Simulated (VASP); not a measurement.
# CrO2 (P4_2/mnm) in VASP: single point with PBEsol

Aim: the single point of CrO2 with PBEsol.

Program: VASP 6.6.1. These are calculated values, not measurements. Logs are shortened: lines on timing, memory, paths and dates and some standing lists are left out, and cuts for length are marked.

## (1) The cell of the first run

Symmetry: P4_2/mnm, No. 136, tetragonal system. Conventional cell: a = 4.421 Å, b = 4.421 Å, c = 2.917 Å, α = 90.00°, β = 90.00°, γ = 90.00°. Cr (site symmetry mmm) has 6 O at 1.88 to 1.92 Å within 2.5 Å. Within 2.5 Å of O (site symmetry m2m) lie 3 Cr at 1.88 to 1.92 Å and 1 O at 2.49 Å.

## (2) Single point, PBEsol, collinear spin, antiferromagnetic start

The input, INCAR:

```
PREC = Accurate
ENCUT = 520
EDIFF = 1E-6
ISMEAR = -1
SIGMA = 0.1
LREAL = F
LASPH = T
NELM = 150
ALGO = Normal
ISIF = 2
LWAVE = F
LCHARG = F
ISPIN = 2
MAGMOM = 3.9 -3.9 0 0 0 0
LORBIT = 11
LMAXMIX = 4
GGA = PS
NBANDS = 37
LUSENCCL = F
```

The input, KPOINTS:

```
regular mesh
0
Gamma
  7 7 10
```

The input, POSCAR:

```
CrO2
1.0
    4.4210000000      0.0000000000      0.0000000000
    0.0000000000      4.4210000000      0.0000000000
    0.0000000000      0.0000000000      2.9170000000
Cr O
2 4
Direct
    0.0000000000      0.0000000000      0.0000000000
    0.5000000000      0.5000000000      0.5000000000
    0.3010000000      0.3010000000      0.0000000000
    0.1990000000      0.8010000000      0.5000000000
    0.6990000000      0.6990000000      0.0000000000
    0.8010000000      0.1990000000      0.5000000000
```

Potentials or basis: VASP PAW PBE potentials, release 64 (Cr_pv, O).

Started as:

```bash
> cat potpaw_PBE.64/Cr_pv/POTCAR potpaw_PBE.64/O/POTCAR > POTCAR
> mpirun -np 1 vasp_std > vasp.out
```

OUTCAR:

```text
PREC = Accurate
   ENCUT = 520
   EDIFF = 1E-6
   ISMEAR = -1
   LREAL = F
   LASPH = T
   NELM = 150
   ISIF = 2
   ISPIN = 2
   LORBIT = 11
   GGA = PS

 ion  position               nearest neighbor table
   1  0.000  0.000  0.000-   3 1.88   5 1.88   4 1.92   6 1.92   4 1.92   6 1.92
   2  0.500  0.500  0.500-   4 1.88   6 1.88   5 1.92   3 1.92   3 1.92   5 1.92
   3  0.301  0.301  0.000-   1 1.88   2 1.92   2 1.92
   4  0.199  0.801  0.500-   2 1.88   1 1.92   1 1.92
   5  0.699  0.699  0.000-   1 1.88   2 1.92   2 1.92
   6  0.801  0.199  0.500-   2 1.88   1 1.92   1 1.92

  LATTYP: Found a simple tetragonal cell.
 ALAT       =     4.4210000000
 C/A-ratio  =     0.6598054739

  Lattice vectors:

 A1 = (   4.4210000000,   0.0000000000,   0.0000000000)
 A2 = (   0.0000000000,   4.4210000000,   0.0000000000)
 A3 = (   0.0000000000,   0.0000000000,   2.9170000000)

Analysis of symmetry for initial positions (statically):
=====================================================================
 Subroutine PRICEL returns:
 Original cell was already a primitive cell.

 Routine SETGRP: Setting up the symmetry group for a
 simple tetragonal supercell.

 Subroutine GETGRP returns: Found 16 space group operations
 (whereof  8 operations were pure point group operations)
 out of a pool of 16 trial point group operations.

The static configuration has the point symmetry D_2h.
 The point group associated with its full space group is D_4h.

Analysis of symmetry for dynamics (positions and initial velocities):
=====================================================================
 Subroutine PRICEL returns:
 Original cell was already a primitive cell.

 Routine SETGRP: Setting up the symmetry group for a
 simple tetragonal supercell.

 Subroutine GETGRP returns: Found 16 space group operations
 (whereof  8 operations were pure point group operations)
 out of a pool of 16 trial point group operations.

The dynamic configuration has the point symmetry D_2h.
 The point group associated with its full space group is D_4h.

Analysis of structural, dynamic, and magnetic symmetry:
=====================================================================
 Subroutine PRICEL returns:
 Original cell was already a primitive cell.

 Routine SETGRP: Setting up the symmetry group for a
 simple tetragonal supercell.

 Subroutine GETGRP returns: Found 16 space group operations
 (whereof  8 operations were pure point group operations)
 out of a pool of 16 trial point group operations.

The overall configuration has the point symmetry D_2h.
 The point group associated with its full space group is D_4h.

[... 146 lines left out ...]
 number of electron      48.0000028 magnetization      -0.0000000

 Free energy of the ion-electron system (eV)
  ---------------------------------------------------
  ext. energy  EPLUGINS =         0.00000000
  ---------------------------------------------------
  free energy    TOTEN  =       -52.75051139 eV

  energy without entropy =      -52.61970209  energy(sigma->0) =      -52.68510674

 E-fermi :   5.4844     XC(G=0): -12.2132

 val. band max:        5.4802047445   @ k =   0.1429   0.1429   0.2000
 cond. band min:       5.4952339287   @ k =   0.2857   0.1429   0.5000
 fundamental gap:      0.0150291841
 Fermi energy:         5.4844016496

 spin component 1

 k-point     1 :       0.0000    0.0000    0.0000
  band No.  band energies     occupation
      1     -38.9896      1.00000
      2     -38.9117      1.00000
      3     -38.9056      1.00000
      4     -37.3989      1.00000
      5     -37.0357      1.00000
      6     -36.8687      1.00000
[... 925 lines left out ...]
     35      15.7815      0.00000
     36      16.6199      0.00000

 [... further k-points ...]

 spin component 2

 k-point     1 :       0.0000    0.0000    0.0000
  band No.  band energies     occupation
      1     -38.9896      1.00000
      2     -38.9117      1.00000
      3     -38.9056      1.00000
      4     -37.3989      1.00000
      5     -37.0357      1.00000
      6     -36.8687      1.00000
[... 925 lines left out ...]
     35      15.7815      0.00000
     36      16.6199      0.00000

 [... further k-points ...]

 [bands above 36 left out]

------------------------ aborting loop because EDIFF is reached ----------------------------------------

  FORCE on cell =-STRESS in cart. coord.  units (eV):
  Direction    XX          YY          ZZ          XY          YZ          ZX
  --------------------------------------------------------------------------------------
  -------------------------------------------------------------------------------------
  Total       -1.7691469     -1.7691469     -4.0374828      0.0000000      0.0000000      0.0000000
  in kB      -49.7160954    -49.7160954   -113.4602688      0.0000000      0.0000000      0.0000000
  external PRESSURE =     -70.9641532 kB  Pullay stress =       0.0000000 kB

 VOLUME and BASIS-vectors are now :
 -----------------------------------------------------------------------------
  energy-cutoff  :      520.00
  volume of cell :       57.01
      direct lattice vectors                 reciprocal lattice vectors
     4.421000000  0.000000000  0.000000000     0.226193169  0.000000000  0.000000000
     0.000000000  4.421000000  0.000000000     0.000000000  0.226193169  0.000000000
     0.000000000  0.000000000  2.917000000     0.000000000  0.000000000  0.342817964

 POSITION                                       TOTAL-FORCE (eV/Angst)
 -----------------------------------------------------------------------------------
      0.00000      0.00000      0.00000         0.000000      0.000000      0.000000
      2.21050      2.21050      1.45850         0.000000      0.000000      0.000000
      1.33072      1.33072      0.00000         0.316909      0.316909      0.000000
      0.87978      3.54122      1.45850        -0.316909      0.316909      0.000000
      3.09028      3.09028      0.00000        -0.316909     -0.316909      0.000000
      3.54122      0.87978      1.45850         0.316909     -0.316909      0.000000
 -----------------------------------------------------------------------------------
    total drift:                                0.000000      0.000000      0.000000

  FREE ENERGIE OF THE ION-ELECTRON SYSTEM (eV)
  ---------------------------------------------------
  free  energy   TOTEN  =       -52.7505113930 eV

  energy  without entropy=      -52.6197020944  energy(sigma->0) =      -52.68510674

 total charge

# of ion       s       p       d       tot
------------------------------------------
    1        0.359   6.468   4.054  10.881
    2        0.359   6.468   4.054  10.881
    3        1.566   3.439   0.000   5.005
    4        1.566   3.439   0.000   5.005
    5        1.566   3.439   0.000   5.005
    6        1.566   3.439   0.000   5.005
--------------------------------------------------
tot          6.983  26.691   8.108  41.782

 magnetization (x)

# of ion       s       p       d       tot
------------------------------------------
    1        0.011   0.014   1.716   1.741
    2       -0.011  -0.014  -1.716  -1.741
    3        0.000   0.017   0.000   0.017
    4       -0.000  -0.017   0.000  -0.017
    5        0.000   0.017   0.000   0.017
    6       -0.000  -0.017   0.000  -0.017
--------------------------------------------------
tot          0.000   0.000   0.000   0.000
```

Wall time 8.9 min (1 × NVIDIA H100 80GB with 1 thread of Intel Xeon Platinum 8481C at 2.70GHz (Sapphire Rapids), shared host); peak memory 1.3 GiB.

Results:

```yaml
Free_energy: -52.7505 eV
Pressure: -7.1 GPa
Largest_force: 0.448 eV/Å
Band_gap_on_the_k_mesh: zero (filled and empty bands overlap)
Net_moment: 0.00 μB per cell
Site_moments: Cr +1.74, -1.74; O +0.02, -0.02 (each value once) μB
Valence_electrons_inside_the_program's_atomic_spheres: Cr 10.88; O 5.00
```

Forces in eV/Å, atoms in the order of the input:
```
Cr   0.000  0.000  0.000
Cr   0.000  0.000  0.000
O    0.317  0.317  0.000
O   -0.317  0.317  0.000
O   -0.317 -0.317  0.000
O    0.317 -0.317  0.000
```

Stress tensor (GPa, compression positive):
```
 -4.97   0.00   0.00
  0.00  -4.97   0.00
  0.00   0.00 -11.35
```

Caveat: the cell stands under tension; the PAW data sets were made with another functional, which shifts forces and pressure a little; semilocal functionals often make such compounds metallic where correlation or magnetic order opens a gap, which also shifts bond lengths.
